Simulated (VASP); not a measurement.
# CO2 (Pa-3) in VASP: further runs

Aim: see how the results for CO2 move with the level of theory and the settings. Levels: PBE, revPBE, r2SCAN. Tasks: electric field gradients.

All numbers are computed with VASP 6.6.1; they aren't measurements. Logs are shortened: lines on timing, memory, paths and dates and some standing lists are left out, and cuts for length are marked.

## Step 1: The cell of the first run

It takes space group Pa-3 (No. 205, cubic). Conventional cell: a = 5.630 Å, b = 5.630 Å, c = 5.630 Å, α = 90.00°, β = 90.00°, γ = 90.00°. Within 1.4 Å of C (site symmetry -3) lie 2 O at 1.05 Å. Within 1.4 Å of O (site symmetry 3) lie 1 C at 1.05 Å.

## Step 2: Electric field gradients, PBE

Contents of INCAR:

```
PREC = Accurate
ENCUT = 520
EDIFF = 1E-8
ISMEAR = -1
SIGMA = 0.02
LREAL = False
LASPH = True
NELM = 60
ALGO = Normal
ISIF = 2
LWAVE = False
LCHARG = False
GGA = PE
LEFG = True
NBANDS = 44
```

Contents of KPOINTS:

```
Automatic mesh
0
Gamma
  4 4 4
```

Contents of POSCAR:

```
CO2
1.0
    5.6300000000      0.0000000000      0.0000000000
    0.0000000000      5.6300000000      0.0000000000
    0.0000000000      0.0000000000      5.6300000000
C O
4 8
Direct
    0.0000000000      0.0000000000      0.0000000000
    0.5000000000      0.0000000000      0.5000000000
    0.5000000000      0.5000000000      0.0000000000
    0.0000000000      0.5000000000      0.5000000000
    0.1080000000      0.1080000000      0.1080000000
    0.3920000000      0.8920000000      0.6080000000
    0.6080000000      0.3920000000      0.8920000000
    0.8920000000      0.6080000000      0.3920000000
    0.8920000000      0.8920000000      0.8920000000
    0.6080000000      0.1080000000      0.3920000000
    0.3920000000      0.6080000000      0.1080000000
    0.1080000000      0.3920000000      0.6080000000
```

Potentials or basis: VASP PAW PBE potentials, release 64 (C, O).

The run is started by

```sh
cat potpaw_PBE.64/C/POTCAR potpaw_PBE.64/O/POTCAR > POTCAR
mpirun -np 1 vasp_std > vasp.out
```

OUTCAR:

```text
PREC = Accurate
   ENCUT = 520
   EDIFF = 1E-8
   ISMEAR = -1
   LREAL = False
   LASPH = True
   NELM = 60
   ISIF = 2
   GGA = PE

 ion  position               nearest neighbor table
   1  0.000  0.000  0.000-   5 1.05   9 1.05
   2  0.500  0.000  0.500-   6 1.05  10 1.05
   3  0.500  0.500  0.000-   7 1.05  11 1.05
   4  0.000  0.500  0.500-   8 1.05  12 1.05
   5  0.108  0.108  0.108-   1 1.05
   6  0.392  0.892  0.608-   2 1.05
   7  0.608  0.392  0.892-   3 1.05
   8  0.892  0.608  0.392-   4 1.05
   9  0.892  0.892  0.892-   1 1.05
  10  0.608  0.108  0.392-   2 1.05
  11  0.392  0.608  0.108-   3 1.05
  12  0.108  0.392  0.608-   4 1.05

  LATTYP: Found a simple cubic cell.
 ALAT       =     5.6300000000

  Lattice vectors:

 A1 = (   5.6300000000,   0.0000000000,   0.0000000000)
 A2 = (   0.0000000000,   5.6300000000,   0.0000000000)
 A3 = (   0.0000000000,   0.0000000000,   5.6300000000)

Analysis of symmetry for initial positions (statically):
=====================================================================
 Subroutine PRICEL returns:
 Original cell was already a primitive cell.

 Routine SETGRP: Setting up the symmetry group for a
 simple cubic supercell.

 Subroutine GETGRP returns: Found 24 space group operations
 (whereof  6 operations were pure point group operations)
 out of a pool of 48 trial point group operations.

The static configuration has the point symmetry S_6 .
 The point group associated with its full space group is T_h .

Analysis of symmetry for dynamics (positions and initial velocities):
=====================================================================
 Subroutine PRICEL returns:
 Original cell was already a primitive cell.

 Routine SETGRP: Setting up the symmetry group for a
 simple cubic supercell.

 Subroutine GETGRP returns: Found 24 space group operations
 (whereof  6 operations were pure point group operations)
 out of a pool of 48 trial point group operations.

The dynamic configuration has the point symmetry S_6 .
 The point group associated with its full space group is T_h .

 Subroutine INISYM returns: Found 24 space group operations
 (whereof  6 operations are pure point group operations),
 and found     1 'primitive' translations

----------------------------------------------------------------------------------------

                                     Primitive cell

  volume of cell :     178.4535

  direct lattice vectors                    reciprocal lattice vectors
     5.630000000  0.000000000  0.000000000     0.177619893  0.000000000  0.000000000
     0.000000000  5.630000000  0.000000000     0.000000000  0.177619893  0.000000000
     0.000000000  0.000000000  5.630000000     0.000000000  0.000000000  0.177619893

  length of vectors
     5.630000000  5.630000000  5.630000000     0.177619893  0.177619893  0.177619893

  position of ions in fractional coordinates (direct lattice)
     0.000000000  0.000000000  0.000000000
     0.500000000  0.000000000  0.500000000
     0.500000000  0.500000000  0.000000000
     0.000000000  0.500000000  0.500000000
     0.108000000  0.108000000  0.108000000
     0.392000000  0.892000000  0.608000000
     0.608000000  0.392000000  0.892000000
     0.892000000  0.608000000  0.392000000
     0.892000000  0.892000000  0.892000000
     0.608000000  0.108000000  0.392000000
     0.392000000  0.608000000  0.108000000
     0.108000000  0.392000000  0.608000000

  ion indices of the primitive-cell ions
   primitive index   ion index
                 1           1
                 2           2
                 3           3
                 4           4
                 5           5
                 6           6
[... 82 lines left out ...]
   IMIX   =      4    mixing-type and parameters
     AMIX     =   0.40;   BMIX     =  1.00
     AMIX_MAG =   1.60;   BMIX_MAG =  1.00
  volume/ion in A,a.u.               =      14.87       100.36
  Fermi-wavevector in a.u.,A,eV,Ry     =   1.163125  2.197988 18.406778  1.352860
  Thomas-Fermi vector in A             =   2.299678
   LORBIT       =      0    0 simple, 1 ext, 2 COOP (PROOUT), +10 PAW based schemes
   GGA     = PE    functional components
   LHFCALC =     F    Hartree Fock is set to
   AEXX    =    0.0000 exact exchange contribution
   IVDW    =     0    specifies the selected vdW correction
   LEPSILON=     F    determine dielectric tensor
   LRPA    =     F    only Hartree local field effects (RPA)
 non-spin polarized calculation
  energy-cutoff  :      520.00
  volume of cell :      178.45
 maximum number of plane-waves:      4828
 NGX is ok and might be reduce to    42
   NGX = 21   NGY = 21   NGZ = 21

 number of electron      63.9999944 magnetization

 Free energy of the ion-electron system (eV)
  ---------------------------------------------------
  ext. energy  EPLUGINS =         0.00000000
  ---------------------------------------------------
  free energy    TOTEN  =       -84.00987150 eV

  energy without entropy =      -84.00987150  energy(sigma->0) =      -84.00987150

 E-fermi :  -3.5377     XC(G=0):  -7.6053

 val. band max:       -4.0104157782   @ k =   0.0000   0.0000   0.0000
 cond. band min:       3.6312191136   @ k =   0.0000   0.0000   0.0000
 fundamental gap:      7.6416348919
 Fermi energy:        -3.5376892458

 k-point     1 :       0.0000    0.0000    0.0000
  band No.  band energies     occupation
      1     -25.8037      2.00000
      2     -25.6720      2.00000
      3     -25.6720      2.00000
      4     -25.6720      2.00000
      5     -24.8246      2.00000
      6     -24.8246      2.00000
[... 506 lines left out ...]
     43       7.1129      0.00000
     44       7.1129      0.00000

------------------------ aborting loop because EDIFF is reached ----------------------------------------

  FORCE on cell =-STRESS in cart. coord.  units (eV):
  Direction    XX          YY          ZZ          XY          YZ          ZX
  --------------------------------------------------------------------------------------
  -------------------------------------------------------------------------------------
  Total       54.2462780     54.2462780     54.2462780      0.0000000      0.0000000      0.0000000
  in kB      487.0295849    487.0295849    487.0295849      0.0000000      0.0000000      0.0000000
  external PRESSURE =     487.0295849 kB  Pullay stress =       0.0000000 kB

 VOLUME and BASIS-vectors are now :
 -----------------------------------------------------------------------------
  energy-cutoff  :      520.00
  volume of cell :      178.45
      direct lattice vectors                 reciprocal lattice vectors
     5.630000000  0.000000000  0.000000000     0.177619893  0.000000000  0.000000000
     0.000000000  5.630000000  0.000000000     0.000000000  0.177619893  0.000000000
     0.000000000  0.000000000  5.630000000     0.000000000  0.000000000  0.177619893

 POSITION                                       TOTAL-FORCE (eV/Angst)
 -----------------------------------------------------------------------------------
      0.00000      0.00000      0.00000         0.000000      0.000000      0.000000
      2.81500      0.00000      2.81500         0.000000      0.000000      0.000000
      2.81500      2.81500      0.00000         0.000000      0.000000      0.000000
      0.00000      2.81500      2.81500         0.000000      0.000000      0.000000
      0.60804      0.60804      0.60804        11.122233     11.122233     11.122233
      2.20696      5.02196      3.42304       -11.122233    -11.122233     11.122233
      3.42304      2.20696      5.02196        11.122233    -11.122233    -11.122233
      5.02196      3.42304      2.20696       -11.122233     11.122233    -11.122233
      5.02196      5.02196      5.02196       -11.122233    -11.122233    -11.122233
      3.42304      0.60804      2.20696        11.122233     11.122233    -11.122233
      2.20696      3.42304      0.60804       -11.122233     11.122233     11.122233
      0.60804      2.20696      3.42304        11.122233    -11.122233     11.122233
 -----------------------------------------------------------------------------------
    total drift:                                0.000000     -0.000000      0.000000

  FREE ENERGIE OF THE ION-ELECTRON SYSTEM (eV)
  ---------------------------------------------------
  free  energy   TOTEN  =       -84.0098715041 eV

  energy  without entropy=      -84.0098715041  energy(sigma->0) =      -84.00987150

 Electric field gradients (V/A^2)
---------------------------------------------------------------------
 ion       V_xx      V_yy      V_zz      V_xy      V_xz      V_yz
---------------------------------------------------------------------
   1      -0.000    -0.000    -0.000   -28.548   -28.548   -28.548
   2      -0.000    -0.000    -0.000   -28.548    28.548    28.548
   3      -0.000    -0.000    -0.000    28.548    28.548   -28.548
   4      -0.000    -0.000    -0.000    28.548   -28.548    28.548
   5      -0.000    -0.000    -0.000     6.366     6.366     6.366
   6      -0.000    -0.000    -0.000     6.366    -6.366    -6.366
   7      -0.000    -0.000    -0.000    -6.366    -6.366     6.366
   8      -0.000     0.000    -0.000    -6.366     6.366    -6.366
   9      -0.000    -0.000    -0.000     6.366     6.366     6.366
  10      -0.000    -0.000    -0.000     6.366    -6.366    -6.366
  11      -0.000    -0.000    -0.000    -6.366    -6.366     6.366
  12      -0.000    -0.000    -0.000    -6.366     6.366    -6.366
---------------------------------------------------------------------

 Electric field gradients after diagonalization (V/A^2)
 (convention: |V_zz| > |V_xx| > |V_yy|)
----------------------------------------------------------------------
 ion       V_xx      V_yy      V_zz     asymmetry (V_yy - V_xx)/ V_zz
----------------------------------------------------------------------
   1      28.548    28.548   -57.097       0.000
   2      28.548    28.548   -57.097       0.000
   3      28.548    28.548   -57.097       0.000
   4      28.548    28.548   -57.097       0.000
   5      -6.366    -6.366    12.732       0.000
   6      -6.366    -6.366    12.732       0.000
   7      -6.366    -6.366    12.732       0.000
   8      -6.366    -6.366    12.732       0.000
   9      -6.366    -6.366    12.732       0.000
  10      -6.366    -6.366    12.732       0.000
  11      -6.366    -6.366    12.732       0.000
  12      -6.366    -6.366    12.732       0.000
----------------------------------------------------------------------

           NMR quadrupolar parameters

 Cq : quadrupolar parameter    Cq=e*Q*V_zz/h
 eta: asymmetry parameters     (V_yy - V_xx)/ V_zz
 Q  : nuclear electric quadrupole moment in mb (millibarn)
----------------------------------------------------------------------
 ion       Cq(MHz)       eta       Q (mb)
----------------------------------------------------------------------
   1      -0.138       0.000       1.000
   2      -0.138       0.000       1.000
   3      -0.138       0.000       1.000
   4      -0.138       0.000       1.000
   5       0.031       0.000       1.000
   6       0.031       0.000       1.000
   7       0.031       0.000       1.000
   8       0.031       0.000       1.000
   9       0.031       0.000       1.000
  10       0.031       0.000       1.000
  11       0.031       0.000       1.000
  12       0.031       0.000       1.000
----------------------------------------------------------------------
```

Run time: 81 s. Hardware: 1 thread of AMD EPYC 7R13 (Zen 3), shared host; peak memory 0.23 GiB.

What came out:

```
Free energy                             : -84.0099 eV
Pressure                                : 48.7 GPa
Largest force                           : 19.264 eV/Å
Band gap on the k mesh                  : 7.64 eV
Largest electric field gradient by atom : C -57.1; O +12.7 V/Å²
```

Forces in eV/Å, atoms in the order of the input:
```
C     0.000   0.000   0.000
C     0.000   0.000   0.000
C     0.000   0.000   0.000
C     0.000   0.000   0.000
O    11.122  11.122  11.122
O   -11.122 -11.122  11.122
O    11.122 -11.122 -11.122
O   -11.122  11.122 -11.122
O   -11.122 -11.122 -11.122
O    11.122  11.122 -11.122
O   -11.122  11.122  11.122
O    11.122 -11.122  11.122
```

Electric field gradients, principal values (V/Å²):
```tsv
atom	least	middle	greatest (by size)
1 C	28.548	28.548	-57.097
2 C	28.548	28.548	-57.097
3 C	28.548	28.548	-57.097
4 C	28.548	28.548	-57.097
5 O	-6.366	-6.366	12.732
6 O	-6.366	-6.366	12.732
7 O	-6.366	-6.366	12.732
8 O	-6.366	-6.366	12.732
9 O	-6.366	-6.366	12.732
10 O	-6.366	-6.366	12.732
11 O	-6.366	-6.366	12.732
12 O	-6.366	-6.366	12.732
```

Caveat: the cell stands under pressure; this functional lacks dispersion, which holds the molecules together, so the pressure and a relaxed volume are unreliable; without QUAD_EFG the Cq values of the log hold for a quadrupole moment of 1 mb, not for the nuclei; forces of over 1 eV/Å act on the atoms, so gaps and moduli don't describe the material at rest.

(Continued in part 2 of 2.)
